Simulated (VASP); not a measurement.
# YN (Fm-3m) in VASP: further runs

The runs below take YN through elastic constants, with PBEsol.

Everything below comes from runs of VASP 6.6.1. Logs are shortened: lines on timing, memory, paths and dates and some standing lists are left out, and cuts for length are marked.

### Step 1. The cell of the first run

The structure is cubic, space group Fm-3m (No. 225). Conventional cell: a = 4.847 Å, b = 4.847 Å, c = 4.847 Å, α = 90.00°, β = 90.00°, γ = 90.00°. Within 3.2 Å of Y (site symmetry m-3m) lie 6 N at 2.42 Å. N (site symmetry m-3m) has 6 Y at 2.42 Å within 3.2 Å.

### Step 2. Elastic constants, PBEsol

Contents of INCAR:

```
PREC = Accurate
ENCUT = 600
EDIFF = 1E-8
ISMEAR = -1
SIGMA = 0.1
LREAL = F
LASPH = T
NELM = 120
ALGO = Normal
ISIF = 3
LWAVE = F
LCHARG = T
GGA = PS
NBANDS = 15
IBRION = 6
NFREE = 2
POTIM = 0.015
NSW = 1
GGA_COMPAT = F
```

Contents of KPOINTS:

```
Automatic mesh
0
Gamma
  16 16 16
```

Contents of POSCAR:

```
YN
1.0
    0.0000000000      2.4234233458      2.4234233458
    2.4234233458      0.0000000000      2.4234233458
    2.4234233458      2.4234233458      0.0000000000
Y N
1 1
Direct
    0.0000000000      0.0000000000      0.0000000000
    0.5000000000      0.5000000000      0.5000000000
```

Potentials or basis: VASP PAW PBE potentials, release 64 (Y_sv, N).

Command:

```bash
$ cat potpaw_PBE.64/Y_sv/POTCAR potpaw_PBE.64/N/POTCAR > POTCAR
$ mpirun -np 1 vasp_std > vasp.out
```

OUTCAR:

```text
PREC = Accurate
   ENCUT = 600
   EDIFF = 1E-8
   ISMEAR = -1
   LREAL = F
   LASPH = T
   NELM = 120
   ISIF = 3
   GGA = PS
   IBRION = 6
   NFREE = 2
   POTIM = 0.015
   NSW = 1

 ion  position               nearest neighbor table
   1  0.000  0.000  0.000-   2 2.42   2 2.42   2 2.42   2 2.42   2 2.42   2 2.42
   2  0.500  0.500  0.500-   1 2.42   1 2.42   1 2.42   1 2.42   1 2.42   1 2.42

  LATTYP: Found a face centered cubic cell.
 ALAT       =     4.8468466916

  Lattice vectors:

 A1 = (   0.0000000000,   2.4234233458,   2.4234233458)
 A2 = (   2.4234233458,   0.0000000000,   2.4234233458)
 A3 = (   2.4234233458,   2.4234233458,   0.0000000000)

Analysis of symmetry for initial positions (statically):
=====================================================================
 Subroutine PRICEL returns:
 Original cell was already a primitive cell.

 Routine SETGRP: Setting up the symmetry group for a
 face centered cubic supercell.

 Subroutine GETGRP returns: Found 48 space group operations
 (whereof 48 operations were pure point group operations)
 out of a pool of 48 trial point group operations.

The static configuration has the point symmetry O_h .

Analysis of symmetry for dynamics (positions and initial velocities):
=====================================================================
 Subroutine PRICEL returns:
 Original cell was already a primitive cell.

 Routine SETGRP: Setting up the symmetry group for a
 face centered cubic supercell.

 Subroutine GETGRP returns: Found 48 space group operations
 (whereof 48 operations were pure point group operations)
 out of a pool of 48 trial point group operations.

The dynamic configuration has the point symmetry O_h .

 Subroutine INISYM returns: Found 48 space group operations
 (whereof 48 operations are pure point group operations),
 and found     1 'primitive' translations

----------------------------------------------------------------------------------------

                                     Primitive cell

  volume of cell :      28.4654

  direct lattice vectors                    reciprocal lattice vectors
     0.000000000  2.423423346  2.423423346    -0.206319709  0.206319709  0.206319709
     2.423423346  0.000000000  2.423423346     0.206319709 -0.206319709  0.206319709
     2.423423346  2.423423346  0.000000000     0.206319709  0.206319709 -0.206319709

  length of vectors
     3.427238163  3.427238163  3.427238163     0.357356219  0.357356219  0.357356219

  position of ions in fractional coordinates (direct lattice)
     0.000000000  0.000000000  0.000000000
     0.500000000  0.500000000  0.500000000

  ion indices of the primitive-cell ions
   primitive index   ion index
                 1           1
                 2           2

----------------------------------------------------------------------------------------

 KPOINTS: Automatic mesh

Automatic generation of k-mesh.
 Grid dimensions read from file:
 generate k-points for:   16   16   16

 Generating k-lattice:

  Cartesian coordinates                     Fractional coordinates (reciprocal lattice)
    -0.012894982  0.012894982  0.012894982     0.062500000  0.000000000  0.000000000
[... 112 lines left out ...]
  Direction    XX          YY          ZZ          XY          YZ          ZX
  --------------------------------------------------------------------------------------
  -------------------------------------------------------------------------------------
  Total        0.1298036      0.1298036      0.1298036      0.0000000     -0.0000000     -0.0000000
  in kB        7.3059938      7.3059938      7.3059938      0.0000000     -0.0000000     -0.0000000
  external PRESSURE =       7.3059938 kB  Pullay stress =       0.0000000 kB
[... 89 lines left out ...]
  FREE ENERGIE OF THE ION-ELECTRON SYSTEM (eV)
  ---------------------------------------------------
  free  energy   TOTEN  =       -19.1240760791 eV

  energy  without entropy=      -19.1220238598  energy(sigma->0) =      -19.12304997

[... ionic steps 4 to 14 ...]

--------------------------------------- Ionic step       15  -------------------------------------------

 number of electron      16.0000001 magnetization

------------------------ aborting loop because EDIFF is reached ----------------------------------------
[... 67 lines left out ...]
--------------------------------------- Ionic step       17  -------------------------------------------

 number of electron      16.0000000 magnetization

 Free energy of the ion-electron system (eV)
  ---------------------------------------------------
  ext. energy  EPLUGINS =         0.00000000
  ---------------------------------------------------
  free energy    TOTEN  =       -19.13336929 eV

  energy without entropy =      -19.13148141  energy(sigma->0) =      -19.13242535

 E-fermi :   4.2688     XC(G=0): -11.5730

 val. band max:        4.2411240880   @ k =   0.5000   0.5000   0.0000
 cond. band min:       4.3018260781   @ k =   0.0000   0.4375   0.4375
 fundamental gap:      0.0607019900
 Fermi energy:         4.2687977273

 k-point     1 :       0.0000    0.0000    0.0000
  band No.  band energies     occupation
      1     -36.4170      2.00000
      2     -16.0621      2.00000
      3     -16.0620      2.00000
      4     -16.0620      2.00000
      5      -8.7751      2.00000
      6       4.1556      1.51225
      7       4.1556      1.51225
      8       4.1560      1.51100
      9       7.2953      0.00000
     10       7.2976      0.00000
     11       7.2976      0.00000
     12       8.4734      0.00000
     13       9.3685      0.00000
     14       9.3714      0.00000
[... 401 lines left out ...]
      2     -16.1986      2.00000
      3     -16.0906      2.00000
      4     -16.0628      2.00000
      5      -8.5765      2.00000
      6       3.4326      1.99953
      7       3.7073      1.99274
      8       3.9630      1.91022
      9       7.3040      0.00000
     10       7.4452      0.00000
     11       7.7685      0.00000
     12       8.9428      0.00000
     13       9.8077      0.00000
     14      10.1163      0.00000
     15      15.6463      0.00000

 [... further k-points ...]

------------------------ aborting loop because EDIFF is reached ----------------------------------------

  FORCE on cell =-STRESS in cart. coord.  units (eV):
  Direction    XX          YY          ZZ          XY          YZ          ZX
  --------------------------------------------------------------------------------------
  -------------------------------------------------------------------------------------
  Total        0.1376708      0.1280487      0.1280487      0.0000000      0.0000000     -0.0000000
  in kB        7.7488014      7.2072203      7.2072203      0.0000000      0.0000000     -0.0000000
  external PRESSURE =       7.3877474 kB  Pullay stress =       0.0000000 kB
[... 17 lines left out ...]
  FREE ENERGIE OF THE ION-ELECTRON SYSTEM (eV)
  ---------------------------------------------------
  free  energy   TOTEN  =       -19.1333692861 eV

  energy  without entropy=      -19.1314814090  energy(sigma->0) =      -19.13242535

 INTERNAL STRAIN TENSORS FROM STRAINED CELLS
 ============================================

 INTERNAL STRAIN TENSOR FOR ION    1 for displacements in x,y,z  (eV/Angst):
          X           Y           Z          XY          YZ          ZX
  --------------------------------------------------------------------------------
  x     0.00000     0.00000     0.00000     0.00000    -0.00000     0.00000
  y     0.00000     0.00000     0.00000     0.00000    -0.00000     0.00000
  z    -0.00000    -0.00000    -0.00000    -0.00000     0.00000     0.00000

 INTERNAL STRAIN TENSORS FROM DISPLACED ATOMS
 ============================================

 INTERNAL STRAIN TENSOR FOR ION    1 for displacements in x,y,z  (eV/Angst):
          X           Y           Z          XY          YZ          ZX
  --------------------------------------------------------------------------------
  x     0.00000     0.00000     0.00000     0.00000     0.00000     0.00000
  y     0.00000     0.00000     0.00000     0.00000     0.00000     0.00000
  z     0.00000     0.00000     0.00000     0.00000     0.00000     0.00000

 INTERNAL STRAIN TENSOR FOR ION    2 for displacements in x,y,z  (eV/Angst):
          X           Y           Z          XY          YZ          ZX
  --------------------------------------------------------------------------------
  x     0.00000     0.00000     0.00000     0.00000     0.00000     0.00000
  y     0.00000     0.00000     0.00000     0.00000     0.00000     0.00000
  z     0.00000     0.00000     0.00000     0.00000     0.00000     0.00000

 Eigenvectors and eigenvalues of the dynamical matrix
 ----------------------------------------------------

   1 f  =    5.915934 THz    37.170907 2PiTHz  197.334305 cm-1    24.466325 meV
             X         Y         Z           dx          dy          dz
      0.000000  0.000000  0.000000     0.000000    0.368408    0.000000
      2.423423  2.423423  2.423423     0.000000   -0.929664    0.000000
[... 21 lines left out ...]
   6 f/i=    0.002851 THz     0.017912 2PiTHz    0.095092 cm-1     0.011790 meV
             X         Y         Z           dx          dy          dz
      0.000000  0.000000  0.000000     0.000000    0.000000    0.929664
      2.423423  2.423423  2.423423     0.000000    0.000000    0.368408

--------------------------------------------------------------------------------------------------------

 ELASTIC MODULI CONTR FROM IONIC RELAXATION (kBar)
 Direction    XX          YY          ZZ          XY          YZ          ZX
 --------------------------------------------------------------------------------
 XX           0.0000      0.0000      0.0000      0.0000      0.0000      0.0000
 YY           0.0000      0.0000      0.0000      0.0000      0.0000      0.0000
 ZZ           0.0000      0.0000      0.0000      0.0000      0.0000      0.0000
 XY           0.0000      0.0000      0.0000      0.0000      0.0000      0.0000
 YZ           0.0000      0.0000      0.0000      0.0000      0.0000      0.0000
 ZX           0.0000      0.0000      0.0000      0.0000      0.0000      0.0000
 --------------------------------------------------------------------------------

 TOTAL ELASTIC MODULI (kBar)
 Direction    XX          YY          ZZ          XY          YZ          ZX
 --------------------------------------------------------------------------------
 XX        3553.2190    827.1423    827.1423      0.0000     -0.0000      0.0000
 YY         827.1423   3553.2190    827.1423      0.0000      0.0000     -0.0000
 ZZ         827.1423    827.1423   3553.2190     -0.0000      0.0000     -0.0000
 XY           0.0000      0.0000     -0.0000   1258.6971     -0.0000      0.0000
 YZ          -0.0000      0.0000      0.0000     -0.0000   1258.6971     -0.0000
 ZX           0.0000     -0.0000     -0.0000      0.0000     -0.0000   1258.6971
 --------------------------------------------------------------------------------
```

Run time: 30 min. Hardware: 1 thread of Intel Xeon Platinum 8559C (Emerald Rapids), shared host; peak memory 1.1 GiB.

Results:

```yaml
Elastic_constants_C11_C12_C44: 355, 83, 126 GPa
Voigt_bulk_modulus: 174 GPa
Highest_phonon_frequency_at_Γ: 197 cm⁻¹
```

Phonon frequencies in cm⁻¹ (negative: imaginary):
```tsv
q point	frequencies
(0.000, 0.000, 0.000)	0 0 0 197 197 197
```

Elastic tensor in Voigt notation (GPa, in the Cartesian axes of the cell as first typed):
```
355  83  83   0   0   0
 83 355  83   0   0   0
 83  83 355   0   0   0
  0   0   0 126   0   0
  0   0   0   0 126   0
  0   0   0   0   0 126
```

Clamped-ion elastic tensor (GPa):
```
355  83  83   0   0   0
 83 355  83   0   0   0
 83  83 355   0   0   0
  0   0   0 126   0   0
  0   0   0   0 126   0
  0   0   0   0   0 126
```

Caveat: the PAW data sets were made with another functional, which shifts forces and pressure a little.

### Step 3. Elastic constants, PBEsol

This run uses another cell than the first one, of 14.00 Å³/atom.

Contents of INCAR:

```
ALGO = Normal
EDIFF = 1E-8
ENCUT = 600
GGA = PS
GGA_COMPAT = False
IBRION = 6
ISIF = 3
ISMEAR = -1
LASPH = True
LCHARG = False
LREAL = False
LWAVE = False
NELM = 120
NFREE = 2
NSW = 1
POTIM = 0.015
PREC = Accurate
SIGMA = 0.1
```

Contents of KPOINTS:

```
k-points
0
Gamma
  16 16 16
```

Contents of POSCAR:

```
YN
1.0
    0.0000000000      2.4099928500      2.4099928500
    2.4099928500      0.0000000000      2.4099928500
    2.4099928500      2.4099928500      0.0000000000
Y N
1 1
Direct
    0.0000000000      0.0000000000      0.0000000000
    0.5000000000      0.5000000000      0.5000000000
```

Potentials or basis: VASP PAW PBE potentials, release 64 (Y_sv, N).

Command:

```bash
$ cat potpaw_PBE.64/Y_sv/POTCAR potpaw_PBE.64/N/POTCAR > POTCAR
$ mpirun -np 1 vasp_std > vasp.out
```

It took 37 min on 1 thread of AMD EPYC 9R45 (Zen 5), shared host; peak memory 0.87 GiB.

Results (log left out):

* Elastic constants C11, C12, C44: 381, 84, 127 GPa
* Voigt bulk modulus: 183 GPa
* Highest phonon frequency at Γ: 210 cm⁻¹

Phonon frequencies in cm⁻¹ (negative: imaginary):
| q point | frequencies |
| --- | --- |
| (0.000, 0.000, 0.000) | 0 0 0 210 210 210 |

Elastic tensor in Voigt notation (GPa, in the Cartesian axes of the cell as first typed):
```
381  84  84   0   0   0
 84 381  84   0   0   0
 84  84 381   0   0   0
  0   0   0 127   0   0
  0   0   0   0 127   0
  0   0   0   0   0 127
```

Clamped-ion elastic tensor (GPa):
```
381  84  84   0   0   0
 84 381  84   0   0   0
 84  84 381   0   0   0
  0   0   0 127   0   0
  0   0   0   0 127   0
  0   0   0   0   0 127
```

Caveat: the cell is under stress, which shifts elastic constants; the PAW data sets were made with another functional, which shifts forces and pressure a little.
